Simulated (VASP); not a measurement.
Input of a VASP 6.6.1 run:

Contents of INCAR:

```
PREC     = Accurate       # precision mode
ENCUT    = 520            # plane-wave cutoff, eV
EDIFF    = 1E-6           # SCF threshold, eV
ISMEAR   = -1             # smearing method
SIGMA    = 0.05           # smearing width, eV
LREAL    = False          # projectors in reciprocal space
LASPH    = True           # aspherical terms in the spheres
NELM     = 100            # most SCF steps
ALGO     = Normal         # electronic algorithm
ISIF     = 2              # what is computed and relaxed
LWAVE    = False          # write WAVECAR
LCHARG   = False          # write CHGCAR
GGA      = PE             # functional
IVDW     = 13             # dispersion correction
NBANDS   = 63             # bands
```

The input KPOINTS:

```
regular mesh
0
Gamma
  4 4 4
```

File POSCAR:

```
HfIn4SiO6
1.0
    2.3984232628     -8.0104792582     -0.0150575783
    2.3984232628      8.0104792582     -0.0150575783
   -1.0187887436      0.0000000000      4.6928709528
Hf In Si O
1 4 1 6
Direct
    0.0000000000      0.0000000000      0.0000000000
    0.6640990914      0.3359009086      0.0000000000
    0.1630748606      0.8369251394      0.5000000000
    0.3359009086      0.6640990914      0.0000000000
    0.8369251394      0.1630748606      0.5000000000
    0.5000000000      0.5000000000      0.5000000000
    0.7301030992      0.7301030992      0.2701557334
    0.2698969008      0.2698969008      0.7298442666
    0.1942971386      0.3581588420      0.2764327827
    0.6418411580      0.8057028614      0.7235672173
    0.8057028614      0.6418411580      0.7235672173
    0.3581588420      0.1942971386      0.2764327827
```

Potentials or basis: VASP PAW PBE potentials, release 64 (Hf_pv, In_d, Si, O).

Launch:

```console
$ cat potpaw_PBE.64/Hf_pv/POTCAR potpaw_PBE.64/In_d/POTCAR potpaw_PBE.64/Si/POTCAR potpaw_PBE.64/O/POTCAR > POTCAR
$ mpirun -np 1 vasp_std > vasp.out
```

Question: Predict the band gap on the k mesh.

Answer: 0.38 eV.

Question: Estimate the pressure.

Answer: -0.6 GPa.

Question: Estimate the dispersion energy per atom.

Answer: -0.252 eV.

Question: Predict the largest force.

Answer: 0.210 eV/Å.

Stress tensor (GPa, compression positive):
```
-0.63  0.00 -0.13
 0.00 -0.38  0.00
-0.13  0.00 -0.69
```

Caveat: spin-orbit coupling is left out, which moves the levels of the heavy elements. A k mesh can miss the band edges.
